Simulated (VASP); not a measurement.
# ScSi2 (P6/mmm) in VASP: notebook

ScSi2 is run at these levels: r2SCAN; tasks: electric field gradients.

Program: VASP 6.6.1. These are calculated values, not measurements. Logs are shortened: lines on timing, memory, paths and dates and some standing lists are left out, and cuts for length are marked.

**1. The cell of the first run**

Symmetry: P6/mmm, No. 191, hexagonal system. The conventional cell has a = 4.039 Å, b = 4.039 Å, c = 3.596 Å, α = 90.00°, β = 90.00°, γ = 120.00°. Within 3.9 Å of Sc (site symmetry 6/mmm) lie 12 Si at 2.94 Å and 2 Sc at 3.60 Å. Within 3.1 Å of Si (site symmetry -6m2) lie 3 Si at 2.33 Å and 6 Sc at 2.94 Å.

**2. Electric field gradients, r2SCAN**

POSCAR reads:

```
ScSi2
1.0
    4.0387423588      0.0000000000      0.0000000000
   -2.0193711794      3.4976534821      0.0000000000
    0.0000000000      0.0000000000      3.5961320000
Sc Si
1 2
Direct
    0.0000000000      0.0000000000      0.0000000000
    0.3333333333      0.6666666667      0.5000000000
    0.6666666667      0.3333333333      0.5000000000
```

INCAR.step1 reads:

```
PREC     = Accurate       # precision mode
ENCUT    = 520            # plane-wave cutoff, eV
ISMEAR   = -1             # smearing method
SIGMA    = 0.05           # smearing width, eV
LREAL    = False          # projectors in reciprocal space
LASPH    = True           # aspherical terms in the spheres
NELM     = 100            # most SCF steps
NBANDS   = 16             # bands
GGA      = PE             # functional
ALGO     = Normal         # electronic algorithm
EDIFF    = 1E-4           # SCF threshold, eV
LWAVE    = True           # write WAVECAR
LCHARG   = False          # write CHGCAR
```

INCAR.step2 reads:

```
PREC     = Accurate       # precision mode
ENCUT    = 520            # plane-wave cutoff, eV
EDIFF    = 1E-8           # SCF threshold, eV
ISMEAR   = -1             # smearing method
SIGMA    = 0.05           # smearing width, eV
LREAL    = False          # projectors in reciprocal space
LASPH    = True           # aspherical terms in the spheres
NELM     = 100            # most SCF steps
ALGO     = Normal         # electronic algorithm
ISIF     = 2              # what is computed and relaxed
LWAVE    = False          # write WAVECAR
LCHARG   = False          # write CHGCAR
METAGGA  = R2SCAN         # meta-GGA
LMIXTAU  = True         
LEFG     = True         
NBANDS   = 16             # bands
ISTART   = 1
```

KPOINTS reads:

```
Automatic mesh
0
Gamma
  12 12 11
```

Potentials or basis: VASP PAW PBE potentials, release 64 (Sc_sv, Si).

Command:

```sh
cat potpaw_PBE.64/Sc_sv/POTCAR potpaw_PBE.64/Si/POTCAR > POTCAR
cp INCAR.step1 INCAR
mpirun -np 1 vasp_std > vasp.out
cp INCAR.step2 INCAR
mpirun -np 1 vasp_std > vasp.out
```

OUTCAR:

```text
PREC = Accurate
   ENCUT = 520
   EDIFF = 1E-8
   ISMEAR = -1
   LREAL = False
   LASPH = True
   NELM = 100
   ISIF = 2
   METAGGA = R2SCAN
   ISTART = 1

 ion  position               nearest neighbor table
   1  0.000  0.000  0.000-   2 2.94   3 2.94   2 2.94   3 2.94   3 2.94   3 2.94   2 2.94   2 2.94
                             3 2.94   3 2.94   2 2.94   2 2.94
   2  0.333  0.667  0.500-   3 2.33   3 2.33   3 2.33   1 2.94   1 2.94   1 2.94   1 2.94   1 2.94
                             1 2.94
   3  0.667  0.333  0.500-   2 2.33   2 2.33   2 2.33   1 2.94   1 2.94   1 2.94   1 2.94   1 2.94
                             1 2.94

  LATTYP: Found a hexagonal cell.
 ALAT       =     4.0387423588
 C/A-ratio  =     0.8904088651

  Lattice vectors:

 A1 = (   4.0387423588,   0.0000000000,   0.0000000000)
 A2 = (  -2.0193711794,   3.4976534821,   0.0000000000)
 A3 = (   0.0000000000,   0.0000000000,   3.5961320000)

Analysis of symmetry for initial positions (statically):
=====================================================================
 Subroutine PRICEL returns:
 Original cell was already a primitive cell.

 Routine SETGRP: Setting up the symmetry group for a
 hexagonal supercell.

 Subroutine GETGRP returns: Found 24 space group operations
 (whereof 24 operations were pure point group operations)
 out of a pool of 24 trial point group operations.

The static configuration has the point symmetry D_6h.

Analysis of symmetry for dynamics (positions and initial velocities):
=====================================================================
 Subroutine PRICEL returns:
 Original cell was already a primitive cell.

 Routine SETGRP: Setting up the symmetry group for a
 hexagonal supercell.

 Subroutine GETGRP returns: Found 24 space group operations
 (whereof 24 operations were pure point group operations)
 out of a pool of 24 trial point group operations.

The dynamic configuration has the point symmetry D_6h.

 Subroutine INISYM returns: Found 24 space group operations
 (whereof 24 operations are pure point group operations),
 and found     1 'primitive' translations

----------------------------------------------------------------------------------------

                                     Primitive cell

  volume of cell :      50.7994

  direct lattice vectors                    reciprocal lattice vectors
     4.038742359  0.000000000  0.000000000     0.247601830  0.142952983  0.000000000
    -2.019371179  3.497653482  0.000000000     0.000000000  0.285905967  0.000000000
     0.000000000  0.000000000  3.596132000     0.000000000  0.000000000  0.278076556

  length of vectors
     4.038742359  4.038742359  3.596132000     0.285905967  0.285905967  0.278076556

  position of ions in fractional coordinates (direct lattice)
     0.000000000  0.000000000  0.000000000
     0.333333333  0.666666667  0.500000000
     0.666666667  0.333333333  0.500000000

  ion indices of the primitive-cell ions
   primitive index   ion index
                 1           1
                 2           2
                 3           3

----------------------------------------------------------------------------------------

 KPOINTS: Automatic mesh

Automatic generation of k-mesh.
 Grid dimensions read from file:
 generate k-points for:   12   12   11

 Generating k-lattice:

  Cartesian coordinates                     Fractional coordinates (reciprocal lattice)
     0.020633486  0.011912749  0.000000000     0.083333333  0.000000000  0.000000000
     0.000000000  0.023825497  0.000000000     0.000000000  0.083333333  0.000000000
     0.000000000  0.000000000  0.025279687     0.000000000  0.000000000  0.090909091

  Length of vectors
     0.023825497  0.023825497  0.025279687

  Shift w.r.t. Gamma in fractional coordinates (k-lattice)
     0.000000000  0.000000000  0.000000000

 Subroutine IBZKPT returns following result:
 ===========================================

 Found    114 irreducible k-points:

 Following reciprocal coordinates:
            Coordinates               Weight
  0.000000  0.000000  0.000000      1.000000
  0.083333  0.000000  0.000000      6.000000
  0.166667 -0.000000  0.000000      6.000000
  0.250000  0.000000  0.000000      6.000000
  0.333333  0.000000  0.000000      6.000000
  0.416667  0.000000  0.000000      6.000000
[... 16 lines left out ...]
  0.250000  0.000000  0.090909     12.000000
  0.333333  0.000000  0.090909     12.000000
 [... further k-points ...]
   k-points           NKPTS =    114   k-points in BZ     NKDIM =    114   number of bands    NBANDS=     16
   number of dos      NEDOS =    301   number of ions     NIONS =      3
   total plane-waves  NPLWV =  25200
   dimension x,y,z NGX =    30 NGY =   30 NGZ =   28
   dimension x,y,z NGXF=    60 NGYF=   60 NGZF=   56
   ions per type =               1   2
   NGX,Y,Z   is equivalent  to a cutoff of  12.35, 12.35, 12.94 a.u.
   NGXF,Y,Z  is equivalent  to a cutoff of  24.70, 24.70, 25.89 a.u.
 SYSTEM =  unknown system
   PREC   = accura    normal or accurate (medium, high low for compatibility)
   ISTART =      1    job   : 0-new  1-cont  2-samecut
   ICHARG =      0    charge: 1-file 2-atom 10-const
   ISPIN  =      1    spin polarized calculation?
   LNONCOLLINEAR =      F non collinear calculations
   LSORBIT =      F    spin-orbit coupling
   LASPH  =      T    aspherical Exc in radial PAW
   ENCUT  =  520.0 eV  38.22 Ry    6.18 a.u.   7.51  7.51  6.69*2*pi/ulx,y,z
   NELM   =    100;   NELMIN=  2; NELMDL=  0     # of ELM steps
   EDIFF  = 0.1E-07   stopping-criterion for ELM
   LREAL  =      F    real-space projection
   EDIFFG = 0.1E-06   stopping-criterion for IOM
   NSW    =      0    number of steps for IOM
   IBRION =     -1    ionic relax: 0-MD 1-quasi-New 2-CG
   NFREE  =      0    steps in history (QN), initial steepest desc. (CG)
   ISIF   =      2    stress and relaxation
   ISYM   =      2    0-nonsym 1-usesym 2-fastsym
   POTIM  = 0.5000    time-step for ionic-motion
   TEBEG  =    0.0;   TEEND  =   0.0 temperature during run
   PSTRESS=    0.0 pullay stress
   NELECT =      19.0000    total number of electrons
   NUPDOWN=      -1.0000    fix difference up-down
   EMIN   =  10.00;   EMAX   =-10.00  energy-range for DOS
   EFERMI =   0.00;   METHOD = LEGACY
   ISMEAR =    -1;   SIGMA  =   0.05  broadening in eV -4-tet -1-fermi 0-gaus
   EFERMI_NEDOS =   21; number of points for ismear=-14 and -15
   IALGO  =     38    algorithm
   IMIX   =      4    mixing-type and parameters
     AMIX     =   0.40;   BMIX     =  1.00
     AMIX_MAG =   1.60;   BMIX_MAG =  1.00
  volume/ion in A,a.u.               =      16.93       114.27
  Fermi-wavevector in a.u.,A,eV,Ry     =   1.179523  2.228976 18.929448  1.391275
  Thomas-Fermi vector in A             =   2.315833
   LORBIT       =      0    0 simple, 1 ext, 2 COOP (PROOUT), +10 PAW based schemes
   METAGGA = R2SCAN    functional components
   LHFCALC =     F    Hartree Fock is set to
   AEXX    =    0.0000 exact exchange contribution
   IVDW    =     0    specifies the selected vdW correction
   LEPSILON=     F    determine dielectric tensor
   LRPA    =     F    only Hartree local field effects (RPA)
 non-spin polarized calculation
  energy-cutoff  :      520.00
  volume of cell :       50.80
 maximum number of plane-waves:      1385
   NGX = 15   NGY = 15   NGZ = 13

 number of electron      18.9999998 magnetization

 Free energy of the ion-electron system (eV)
  ---------------------------------------------------
  ext. energy  EPLUGINS =         0.00000000
  ---------------------------------------------------
  free energy    TOTEN  =       -30.03428136 eV

  energy without entropy =      -30.02346967  energy(sigma->0) =      -30.02887552

 E-fermi :   7.9693     XC(G=0): -11.4184

 val. band max:        7.9627210251   @ k =   0.2500   0.0833   0.2727
 cond. band min:       7.9970958359   @ k =   0.0000   0.0000   0.3636
 fundamental gap:      0.0343748108
 Fermi energy:         7.9692574591

 k-point     1 :       0.0000    0.0000    0.0000
  band No.  band energies     occupation
      1     -44.0319      2.00000
      2     -21.7254      2.00000
      3     -21.7253      2.00000
      4     -21.6515      2.00000
      5      -5.3442      2.00000
      6       4.0525      2.00000
[... 8 lines left out ...]
     15      11.1798      0.00000
     16      11.1798      0.00000

 k-point     2 :       0.0833    0.0000    0.0000
  band No.  band energies     occupation
      1     -44.0317      2.00000
      2     -21.7287      2.00000
      3     -21.7261      2.00000
      4     -21.6511      2.00000
      5      -5.2572      2.00000
      6       3.4272      2.00000
[... 8 lines left out ...]
     15      11.2565      0.00000
     16      11.3270      0.00000

 k-point     3 :       0.1667   -0.0000    0.0000
  band No.  band energies     occupation
      1     -44.0312      2.00000
      2     -21.7378      2.00000
      3     -21.7282      2.00000
      4     -21.6500      2.00000
      5      -4.9989      2.00000
      6       2.2730      2.00000
[... 8 lines left out ...]
     15      11.3347      0.00000
     16      11.7759      0.00000
[... 362 lines left out ...]
 k-point    23 :       0.2500    0.0000    0.0909
  band No.  band energies     occupation
      1     -44.0300      2.00000
      2     -21.7491      2.00000
      3     -21.7301      2.00000
      4     -21.6567      2.00000
      5      -4.5091      2.00000
      6       1.1231      2.00000
[... 8 lines left out ...]
     15      11.3530      0.00000
     16      12.3987      0.00000

 k-point    24 :       0.3333    0.0000    0.0909
  band No.  band energies     occupation
      1     -44.0293      2.00000
      2     -21.7613      2.00000
      3     -21.7329      2.00000
      4     -21.6550      2.00000
      5      -3.9516      2.00000
      6      -0.0249      2.00000
[... 8 lines left out ...]
     15      12.1320      0.00000
     16      12.9119      0.00000

 [... further k-points ...]

------------------------ aborting loop because EDIFF is reached ----------------------------------------

  FORCE on cell =-STRESS in cart. coord.  units (eV):
  Direction    XX          YY          ZZ          XY          YZ          ZX
  --------------------------------------------------------------------------------------
  -------------------------------------------------------------------------------------
  Total       -0.6131437     -0.6131437      0.3456137      0.0000000     -0.0000000      0.0000000
  in kB      -19.3381222    -19.3381222     10.9004133      0.0000000     -0.0000000      0.0000000
  external PRESSURE =      -9.2586104 kB  Pullay stress =       0.0000000 kB

 VOLUME and BASIS-vectors are now :
 -----------------------------------------------------------------------------
  energy-cutoff  :      520.00
  volume of cell :       50.80
      direct lattice vectors                 reciprocal lattice vectors
     4.038742359  0.000000000  0.000000000     0.247601830  0.142952983  0.000000000
    -2.019371179  3.497653482  0.000000000     0.000000000  0.285905967  0.000000000
     0.000000000  0.000000000  3.596132000     0.000000000  0.000000000  0.278076556

 POSITION                                       TOTAL-FORCE (eV/Angst)
 -----------------------------------------------------------------------------------
      0.00000      0.00000      0.00000        -0.000000      0.000000     -0.000000
     -0.00000      2.33177      1.79807         0.000000      0.000000     -0.000000
      2.01937      1.16588      1.79807        -0.000000      0.000000      0.000000
 -----------------------------------------------------------------------------------
    total drift:                                0.000000     -0.000000      0.000000

  FREE ENERGIE OF THE ION-ELECTRON SYSTEM (eV)
  ---------------------------------------------------
  free  energy   TOTEN  =       -30.0342813615 eV

  energy  without entropy=      -30.0234696721  energy(sigma->0) =      -30.02887552

 Electric field gradients (V/A^2)
---------------------------------------------------------------------
 ion       V_xx      V_yy      V_zz      V_xy      V_xz      V_yz
---------------------------------------------------------------------
   1      10.072    10.072   -20.144    -0.000    -0.000     0.000
   2       3.619     3.619    -7.238     0.000     0.000    -0.000
   3       3.619     3.619    -7.238     0.000    -0.000    -0.000
---------------------------------------------------------------------

 Electric field gradients after diagonalization (V/A^2)
 (convention: |V_zz| > |V_xx| > |V_yy|)
----------------------------------------------------------------------
 ion       V_xx      V_yy      V_zz     asymmetry (V_yy - V_xx)/ V_zz
----------------------------------------------------------------------
   1      10.072    10.071   -20.144       0.000
   2       3.619     3.619    -7.238       0.000
   3       3.619     3.619    -7.238       0.000
----------------------------------------------------------------------

           NMR quadrupolar parameters

 Cq : quadrupolar parameter    Cq=e*Q*V_zz/h
 eta: asymmetry parameters     (V_yy - V_xx)/ V_zz
 Q  : nuclear electric quadrupole moment in mb (millibarn)
----------------------------------------------------------------------
 ion       Cq(MHz)       eta       Q (mb)
----------------------------------------------------------------------
   1      -0.049       0.000       1.000
   2      -0.018       0.000       1.000
   3      -0.018       0.000       1.000
----------------------------------------------------------------------
```

Wall time 3.6 min (1 thread of Intel Xeon 6975P-C (Granite Rapids), shared host); peak memory 0.22 GiB.

What came out:

```
Free energy : -30.0343 eV
Pressure    : -0.9 GPa
```

Electric field gradients, principal values (V/Å²):
| atom | least | middle | greatest (by size) |
| --- | --- | --- | --- |
| 1 Sc | 10.071 | 10.072 | -20.144 |
| 2 Si | 3.619 | 3.619 | -7.238 |
| 3 Si | 3.619 | 3.619 | -7.238 |

Caveat: without QUAD_EFG the Cq values of the log hold for a quadrupole moment of 1 mb, not for the nuclei; the PAW data sets were made with another functional, which shifts forces and pressure a little.

[end of part 1 of 2]
